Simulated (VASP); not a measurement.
Here is a VASP 6.6.1 calculation.

Contents of INCAR:

```
SYSTEM = Sn
ALGO = Normal
EDIFF = 1E-6
ENCUT = 500
GGA = PS
GGA_COMPAT = .FALSE.
ISIF = 2
ISMEAR = -1
LASPH = .TRUE.
LCHARG = .FALSE.
LREAL = .FALSE.
LWAVE = .FALSE.
NBANDS = 13
NELM = 120
PREC = Accurate
SIGMA = 0.05
```

The input KPOINTS:

```
k-points
0
G
  10 10 10
  0 0 0
```

File POSCAR:

```
Sn
1.0
   -2.0091969095      2.0091969095      1.6939751894
    2.0091969095     -2.0091969095      1.6939751894
    2.0091969095      2.0091969095     -1.6939751894
Sn
1
Direct
    0.0000000000      0.0000000000      0.0000000000
```

Potentials or basis: VASP PAW PBE potentials, release 64 (Sn_d).

Launch:

```console
$ cat potpaw_PBE.64/Sn_d/POTCAR > POTCAR
$ mpirun -np 1 vasp_std > vasp.out
```

Task: Estimate the band gap on the k mesh.

Result: Zero (bands 7 and 8 overlap by 9.09 eV).

Task: Estimate the pressure.

Result: -2.2 GPa.

Stress tensor (GPa, compression positive):
```
-1.87  0.00  0.00
 0.00 -1.87  0.00
 0.00  0.00 -2.73
```

Caveat: the PAW data sets were made with another functional, which shifts forces and pressure a little; spin-orbit coupling is left out, which moves the levels of the heavy elements.
